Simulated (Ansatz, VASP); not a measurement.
# Two plane-wave programs on CaO

```
Ca O
1.0
     0.00000    2.42897    2.42897
     2.42897    0.00000    2.42897
     2.42897    2.42897    0.00000
Ca O
1 1
Direct
  0.50000 0.50000 0.50000
  0.00000 0.00000 0.00000
```

Alike in both runs: task single point; functional r2SCAN; k mesh 8 × 8 × 8; occupations gaussian, width 0.05 eV; no spin polarisation.

|  | VASP | Ansatz |
| --- | --- | --- |
| version | VASP 6.6.1 | Ansatz 0.2.0 |
| potentials or method | VASP PAW PBE potentials, release 64 (Ca_sv, O), cutoff 520 eV | scalar-relativistic, plane waves, PAW |
| valence electrons in the cell | 16 | 16 |

Ansatz gave:

| Property | Result |
| --- | --- |
| gap on the k mesh at the Fermi level (eV) | 4.20 |
| least direct gap on the mesh (eV) | 4.59 |
| pressure (GPa) | -4.2 |

Task: What did VASP give for the same quantities?

Result: gap on the k mesh at the Fermi level (eV): 4.19; least direct gap on the mesh (eV): 4.58; pressure (GPa): -3.3.

VASP's potentials were made for PBE, not for r2SCAN. The functional is the same, so the differences come from potentials, cutoffs and numerics.
